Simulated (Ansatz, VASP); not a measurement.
**One calculation of AlN, two programs**

```
CELL_PARAMETERS angstrom
0.00000 2.18399 2.18399
2.18399 0.00000 2.18399
2.18399 2.18399 0.00000
ATOMIC_POSITIONS crystal
Al 0.00000 0.00000 0.00000
N 0.25000 0.25000 0.25000
```

Alike in both runs: task single point; functional BLYP; dispersion D3(BJ); k mesh 10 × 10 × 10; occupations fermi-dirac, width 0.05 eV; no spin polarisation.

```csv
,VASP,Ansatz
version,VASP 6.6.1,Ansatz 0.2.0
potentials or method,"VASP PAW PBE potentials, release 64 (Al, N)",Ansatz PAW
plane-wave cutoff (eV),520,420
valence electrons in the cell,8,8
```

```tsv
	VASP	Ansatz	Ansatz less VASP
gap on the k mesh at the Fermi level (eV)	3.67	3.69	+0.017
least direct gap on the mesh (eV)	4.48	4.49	+0.008
pressure (GPa)	-1.1	-1.6	-0.50
```

VASP's potentials were made for PBE, not for BLYP.
